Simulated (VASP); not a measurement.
# CoSi2 (P6/mmm) in VASP: further runs

The runs below take CoSi2 through relaxation of shape and atoms at fixed volume, single point, with PBEsol.

Program: VASP 6.6.1. These are calculated values, not measurements. Logs are shortened: lines on timing, memory, paths and dates and some standing lists are left out, and cuts for length are marked.

## 1. The cell of the first run

It takes space group P6/mmm (No. 191, hexagonal). Conventional cell: a = 4.145 Å, b = 4.145 Å, c = 2.492 Å, α = 90.00°, β = 90.00°, γ = 120.00°. Within 3.3 Å of Co (site symmetry 6/mmm) lie 2 Co at 2.49 Å and 12 Si at 2.70 Å. Within 3.2 Å of Si (site symmetry -6m2) lie 5 Si at 2.39 to 2.49 Å and 6 Co at 2.70 Å.

## 2. Relaxation of shape and atoms at fixed volume, PBEsol, collinear spin (12.36 Å³/atom)

Input file INCAR:

```
SYSTEM = CoSi2
  PREC = Accurate
  ENCUT = 600
  EDIFF = 1E-6
  ISMEAR = 0
  SIGMA = 0.05
  LREAL = .False.
  LASPH = .True.
  NELM = 150
  ALGO = Normal
  ISIF = 4
  LWAVE = .False.
  LCHARG = .False.
  ISPIN = 2
  MAGMOM = 0.05 0 0
  LORBIT = 11
  LMAXMIX = 4
  GGA = PS
  IBRION = 2
  NSW = 60
  EDIFFG = -0.01
```

Input file KPOINTS:

```
Automatic mesh
0
Gamma
  10 10 12
  0 0 0
```

Input file POSCAR:

```
CoSi2
1.0
    4.1454881154      0.0000000000      0.0000000000
   -2.0727440577      3.5900980190      0.0000000000
    0.0000000000      0.0000000000      2.4920724121
Co Si
1 2
Direct
    0.0000000000      0.0000000000      0.0000000000
    0.3333333333      0.6666666667      0.5000000000
    0.6666666667      0.3333333333      0.5000000000
```

Potentials or basis: VASP PAW PBE potentials, release 64 (Co, Si).

Run with:

```bash
> cat potpaw_PBE.64/Co/POTCAR potpaw_PBE.64/Si/POTCAR > POTCAR
> mpirun -np 1 vasp_std > vasp.out
```

OUTCAR:

```text
SYSTEM = CoSi2
   PREC = Accurate
   ENCUT = 600
   EDIFF = 1E-6
   ISMEAR = 0
   LREAL = .False.
   LASPH = .True.
   NELM = 150
   ISIF = 4
   ISPIN = 2
   LORBIT = 11
   GGA = PS
   IBRION = 2
   NSW = 60
   EDIFFG = -0.01

 ion  position               nearest neighbor table
   1  0.000  0.000  0.000-   2 2.70   3 2.70   2 2.70   3 2.70   2 2.70   2 2.70   3 2.70   3 2.70
                             3 2.70   3 2.70   2 2.70   2 2.70
   2  0.333  0.667  0.500-   3 2.39   3 2.39   3 2.39   1 2.70   1 2.70   1 2.70   1 2.70   1 2.70
                             1 2.70
   3  0.667  0.333  0.500-   2 2.39   2 2.39   2 2.39   1 2.70   1 2.70   1 2.70   1 2.70   1 2.70
                             1 2.70

  LATTYP: Found a hexagonal cell.
 ALAT       =     4.1454881154
 C/A-ratio  =     0.6011529506

  Lattice vectors:

 A1 = (   4.1454881154,   0.0000000000,   0.0000000000)
 A2 = (  -2.0727440577,   3.5900980190,   0.0000000000)
 A3 = (   0.0000000000,   0.0000000000,   2.4920724121)

Analysis of symmetry for initial positions (statically):
=====================================================================
 Subroutine PRICEL returns:
 Original cell was already a primitive cell.

 Routine SETGRP: Setting up the symmetry group for a
 hexagonal supercell.

 Subroutine GETGRP returns: Found 24 space group operations
 (whereof 24 operations were pure point group operations)
 out of a pool of 24 trial point group operations.

The static configuration has the point symmetry D_6h.

Analysis of symmetry for dynamics (positions and initial velocities):
=====================================================================
 Subroutine PRICEL returns:
 Original cell was already a primitive cell.

 Routine SETGRP: Setting up the symmetry group for a
 hexagonal supercell.

 Subroutine GETGRP returns: Found 24 space group operations
 (whereof 24 operations were pure point group operations)
 out of a pool of 24 trial point group operations.

The dynamic configuration has the point symmetry D_6h.

Analysis of structural, dynamic, and magnetic symmetry:
=====================================================================
 Subroutine PRICEL returns:
 Original cell was already a primitive cell.

 Routine SETGRP: Setting up the symmetry group for a
 hexagonal supercell.

 Subroutine GETGRP returns: Found 24 space group operations
 (whereof 24 operations were pure point group operations)
 out of a pool of 24 trial point group operations.

The overall configuration has the point symmetry D_6h.

 Subroutine INISYM returns: Found 24 space group operations
 (whereof 24 operations are pure point group operations),
 and found     1 'primitive' translations

----------------------------------------------------------------------------------------

                                     Primitive cell

  volume of cell :      37.0888

  direct lattice vectors                    reciprocal lattice vectors
     4.145488115  0.000000000  0.000000000     0.241226117  0.139271963  0.000000000
    -2.072744058  3.590098019  0.000000000     0.000000000  0.278543927  0.000000000
     0.000000000  0.000000000  2.492072412     0.000000000  0.000000000  0.401272449

  length of vectors
     4.145488115  4.145488115  2.492072412     0.278543927  0.278543927  0.401272449

  position of ions in fractional coordinates (direct lattice)
     0.000000000  0.000000000  0.000000000
     0.333333333  0.666666667  0.500000000
     0.666666667  0.333333333  0.500000000

  ion indices of the primitive-cell ions
   primitive index   ion index
                 1           1
                 2           2
                 3           3

----------------------------------------------------------------------------------------

 KPOINTS: Automatic mesh

Automatic generation of k-mesh.
 Grid dimensions read from file:
 generate k-points for:   10   10   12

 Generating k-lattice:

  Cartesian coordinates                     Fractional coordinates (reciprocal lattice)
     0.024122612  0.013927196  0.000000000     0.100000000 -0.000000000  0.000000000
     0.000000000  0.027854393  0.000000000     0.000000000  0.100000000  0.000000000
     0.000000000  0.000000000  0.033439371     0.000000000  0.000000000  0.083333333

  Length of vectors
     0.027854393  0.027854393  0.033439371

  Shift w.r.t. Gamma in fractional coordinates (k-lattice)
     0.000000000  0.000000000  0.000000000

 Subroutine IBZKPT returns following result:
[... 65 lines left out ...]
   EFERMI_NEDOS =   21; number of points for ismear=-14 and -15
   IALGO  =     38    algorithm
   IMIX   =      4    mixing-type and parameters
     AMIX     =   0.40;   BMIX     =  1.00
     AMIX_MAG =   1.60;   BMIX_MAG =  1.00
  volume/ion in A,a.u.               =      12.36        83.43
  Fermi-wavevector in a.u.,A,eV,Ry     =   1.262245  2.385297 21.677645  1.593262
  Thomas-Fermi vector in A             =   2.395663
   LORBIT       =     11    0 simple, 1 ext, 2 COOP (PROOUT), +10 PAW based schemes
   GGA     = PS    functional components
   LHFCALC =     F    Hartree Fock is set to
   AEXX    =    0.0000 exact exchange contribution
   IVDW    =     0    specifies the selected vdW correction
   LEPSILON=     F    determine dielectric tensor
   LRPA    =     F    only Hartree local field effects (RPA)
 conjugate gradient relaxation of ions
 spin polarized calculation
 Gauss-broadening in eV      SIGMA  =   0.05
  energy-cutoff  :      600.00
  volume of cell :       37.09
 maximum number of plane-waves:      1258
 NGX is ok and might be reduce to    36
   NGX = 17   NGY = 17   NGZ =  9

--------------------------------------- Ionic step        1  -------------------------------------------

 number of electron      16.9999996 magnetization      -0.0004030

 number of electron      16.9999996 magnetization       0.0013419

 Free energy of the ion-electron system (eV)
  ---------------------------------------------------
  ext. energy  EPLUGINS =         0.00000000
  ---------------------------------------------------
  free energy    TOTEN  =       -18.56289449 eV

  energy without entropy =      -18.55862874  energy(sigma->0) =      -18.56076161

------------------------ aborting loop because EDIFF is reached ----------------------------------------

  FORCE on cell =-STRESS in cart. coord.  units (eV):
  Direction    XX          YY          ZZ          XY          YZ          ZX
  --------------------------------------------------------------------------------------
  -------------------------------------------------------------------------------------
  Total       -0.6985575     -0.6985575     -0.7802476      0.0000000      0.0000000      0.0000000
  in kB      -30.1765851    -30.1765851    -33.7054696      0.0000000      0.0000000      0.0000000
  external PRESSURE =     -31.3528799 kB  Pullay stress =       0.0000000 kB

 VOLUME and BASIS-vectors are now :
 -----------------------------------------------------------------------------
  energy-cutoff  :      600.00
  volume of cell :       37.09
      direct lattice vectors                 reciprocal lattice vectors
     4.145488115  0.000000000  0.000000000     0.241226117  0.139271963  0.000000000
    -2.072744058  3.590098019  0.000000000     0.000000000  0.278543927  0.000000000
     0.000000000  0.000000000  2.492072412     0.000000000  0.000000000  0.401272449

 POSITION                                       TOTAL-FORCE (eV/Angst)
 -----------------------------------------------------------------------------------
      0.00000      0.00000      0.00000        -0.000000      0.000000      0.000000
     -0.00000      2.39340      1.24604         0.000000     -0.000000     -0.000000
      2.07274      1.19670      1.24604        -0.000000      0.000000      0.000000
 -----------------------------------------------------------------------------------
    total drift:                               -0.000000     -0.000000      0.000000

  FREE ENERGIE OF THE ION-ELECTRON SYSTEM (eV)
  ---------------------------------------------------
  free  energy   TOTEN  =       -18.5628944879 eV

  energy  without entropy=      -18.5586287417  energy(sigma->0) =      -18.56076161

--------------------------------------- Ionic step        2  -------------------------------------------

 number of electron      16.9999996 magnetization       0.0015477

 Free energy of the ion-electron system (eV)
  ---------------------------------------------------
  ext. energy  EPLUGINS =         0.00000000
  ---------------------------------------------------
  free energy    TOTEN  =       -18.56294531 eV

  energy without entropy =      -18.55862643  energy(sigma->0) =      -18.56078587

 E-fermi :  11.1548     XC(G=0): -12.1847

 val. band max:       11.1531353982   @ k =   0.4000  -0.0000   0.3333
 cond. band min:      11.1570635605   @ k =   0.5000  -0.0000   0.1667
 fundamental gap:      0.0039281623
 Fermi energy:        11.1548001785

 spin component 1

 k-point     1 :       0.0000    0.0000    0.0000
  band No.  band energies     occupation
      1      -3.1725      1.00000
      2       5.5976      1.00000
      3       5.5976      1.00000
      4       6.7221      1.00000
      5       8.0157      1.00000
      6       9.3845      1.00000
      7       9.3845      1.00000
      8      10.6313      1.00000
      9      10.6313      1.00000
     10      11.5650      0.00000
     11      11.5650      0.00000
     12      14.5948      0.00000
[... 333 lines left out ...]
      1      -1.0051      1.00000
      2       0.5445      1.00000
      3       4.3996      1.00000
      4       7.0576      1.00000
      5       8.9015      1.00000
      6       9.0940      1.00000
      7      10.3847      1.00000
      8      10.5328      1.00000
      9      11.2161      0.04160
     10      14.5328      0.00000
     11      15.9547      0.00000
     12      17.1531      0.00000

 [... further k-points ...]

 spin component 2

 k-point     1 :       0.0000    0.0000    0.0000
  band No.  band energies     occupation
      1      -3.1723      1.00000
      2       5.5980      1.00000
      3       5.5980      1.00000
      4       6.7224      1.00000
      5       8.0165      1.00000
      6       9.3846      1.00000
      7       9.3846      1.00000
      8      10.6323      1.00000
      9      10.6323      1.00000
     10      11.5662      0.00000
     11      11.5662      0.00000
     12      14.5954      0.00000
[... 333 lines left out ...]
      1      -1.0049      1.00000
      2       0.5447      1.00000
      3       4.3998      1.00000
      4       7.0580      1.00000
      5       8.9025      1.00000
      6       9.0951      1.00000
      7      10.3857      1.00000
      8      10.5338      1.00000
      9      11.2172      0.03869
     10      14.5331      0.00000
     11      15.9549      0.00000
     12      17.1534      0.00000

 [... further k-points ...]
[... 5 lines left out ...]
  --------------------------------------------------------------------------------------
  -------------------------------------------------------------------------------------
  Total       -0.6594877     -0.6594877     -0.6898935      0.0000000     -0.0000000      0.0000000
  in kB      -28.4888315    -28.4888315    -29.8023155      0.0000000     -0.0000000      0.0000000
  external PRESSURE =     -28.9266595 kB  Pullay stress =       0.0000000 kB

 VOLUME and BASIS-vectors are now :
 -----------------------------------------------------------------------------
  energy-cutoff  :      600.00
  volume of cell :       37.09
      direct lattice vectors                 reciprocal lattice vectors
     4.147304150  0.000000000  0.000000000     0.241120488  0.139210979 -0.000000000
    -2.073652075  3.591670751  0.000000000     0.000000000  0.278421957 -0.000000000
    -0.000000000  0.000000000  2.489890417     0.000000000 -0.000000000  0.401624101

 POSITION                                       TOTAL-FORCE (eV/Angst)
 -----------------------------------------------------------------------------------
      4.14730      0.00000      0.00000        -0.000000     -0.000000     -0.000000
     -0.00000      2.39445      1.24495         0.000000     -0.000000      0.000000
      2.07365      1.19722      1.24495        -0.000000      0.000000     -0.000000
 -----------------------------------------------------------------------------------
    total drift:                                0.000000     -0.000000     -0.000000

  FREE ENERGIE OF THE ION-ELECTRON SYSTEM (eV)
  ---------------------------------------------------
  free  energy   TOTEN  =       -18.5629453112 eV

  energy  without entropy=      -18.5586264280  energy(sigma->0) =      -18.56078587

 reached required accuracy - stopping structural energy minimisation

 total charge

# of ion       s       p       d       tot
------------------------------------------
    1        0.368   0.398   7.468   8.234
    2        0.778   0.843   0.000   1.621
    3        0.778   0.843   0.000   1.621
--------------------------------------------------
tot          1.924   2.083   7.468  11.476

 magnetization (x)

# of ion       s       p       d       tot
------------------------------------------
    1        0.000   0.000   0.001   0.001
    2        0.000   0.000   0.000   0.000
    3        0.000   0.000   0.000   0.000
--------------------------------------------------
tot          0.000   0.000   0.001   0.002
```

Wall time 76 s (1 thread of Intel Xeon 6975P-C (Granite Rapids), shared host); peak memory 0.24 GiB.

What came out:

| Quantity | Value |
| --- | --- |
| Free energy | -18.5629 eV |
| Energy gained by relaxing | 0.0 meV/atom |
| Ionic steps | 2 |
| Pressure after relaxing | -2.9 GPa |
| Net moment | 0.00 μB per cell |
| Valence electrons inside the program's atomic spheres | Co 8.23; Si 1.62 |

Final structure:
```
Co Si
1.0
     4.14730    0.00000    0.00000
    -2.07365    3.59167    0.00000
     0.00000    0.00000    2.48989
Co Si
1 2
Direct
  0.00000 0.00000 0.00000
  0.33333 0.66667 0.50000
  0.66667 0.33333 0.50000
```

Caveat: the PAW data sets were made with another functional, which shifts forces and pressure a little.

## 3. Single point, PBEsol, collinear spin (11.64 Å³/atom)

This run uses another cell than the first one, of 11.64 Å³/atom.

Input file INCAR:

```
  PREC = Accurate
  ENCUT = 520
  EDIFF = 1E-7
  ISMEAR = 0
  SIGMA = 0.05
  LREAL = F
  LASPH = T
  NELM = 150
  ALGO = Normal
  ISIF = 2
  LWAVE = F
  LCHARG = T
  ISPIN = 2
  MAGMOM = 0.05 0 0
  LORBIT = 11
  LMAXMIX = 4
  GGA = PS
  LELF = T
  LVHAR = T
  NBANDS = 20
```

Input file KPOINTS:

```
Automatic mesh
0
Gamma
  10 10 12
```

Input file POSCAR:

```
CoSi2
1.0
    4.0568760350      0.0000000000      0.0000000000
   -2.0284380175      3.5133577063      0.0000000000
    0.0000000000      0.0000000000      2.4490609468
Co Si
1 2
Direct
    0.0000000000      0.0000000000      0.0000000000
    0.3333333333      0.6666666667      0.5000000000
    0.6666666667      0.3333333333      0.5000000000
```

Potentials or basis: VASP PAW PBE potentials, release 64 (Co, Si).

Run with:

```bash
> cat potpaw_PBE.64/Co/POTCAR potpaw_PBE.64/Si/POTCAR > POTCAR
> mpirun -np 1 vasp_std > vasp.out
```

It took 3.7 min on 1 thread of Intel Xeon 8259CL, shared host; peak memory 0.23 GiB.

The run converged. Its results:

```yaml
Free_energy: -18.5367 eV
Pressure: 7.3 GPa
Net_moment: 0.00 μB per cell
Valence_electrons_inside_the_program's_atomic_spheres: Co 8.34; Si 1.66
```

Levels at points of the mesh, in eV from the Fermi level:
Spin up:
| k point | band 6 | band 7 | band 8 | band 9 | band 10 | band 11 |
| --- | --- | --- | --- | --- | --- | --- |
| (0.00, 0.00, 0.00) | -1.96 | -1.96 | -0.63 | -0.63 | 0.41 | 0.41 |
| (0.50, 0.00, 0.00) | -2.32 | -0.75 | -0.66 | -0.03 | 4.66 | 5.39 |
| (0.00, 0.00, 0.50) | -2.27 | -0.90 | -0.90 | -0.33 | 0.51 | 3.76 |
| (0.50, 0.00, 0.50) | -1.52 | -1.51 | -0.52 | 0.58 | 0.84 | 0.90 |
Spin down:
| k point | band 6 | band 7 | band 8 | band 9 | band 10 | band 11 |
| --- | --- | --- | --- | --- | --- | --- |
| (0.00, 0.00, 0.00) | -1.96 | -1.96 | -0.63 | -0.63 | 0.41 | 0.41 |
| (0.50, 0.00, 0.00) | -2.32 | -0.75 | -0.66 | -0.03 | 4.66 | 5.39 |
| (0.00, 0.00, 0.50) | -2.26 | -0.90 | -0.90 | -0.33 | 0.52 | 3.76 |
| (0.50, 0.00, 0.50) | -1.52 | -1.51 | -0.52 | 0.58 | 0.84 | 0.90 |

Caveat: the cell stands under pressure; the PAW data sets were made with another functional, which shifts forces and pressure a little.
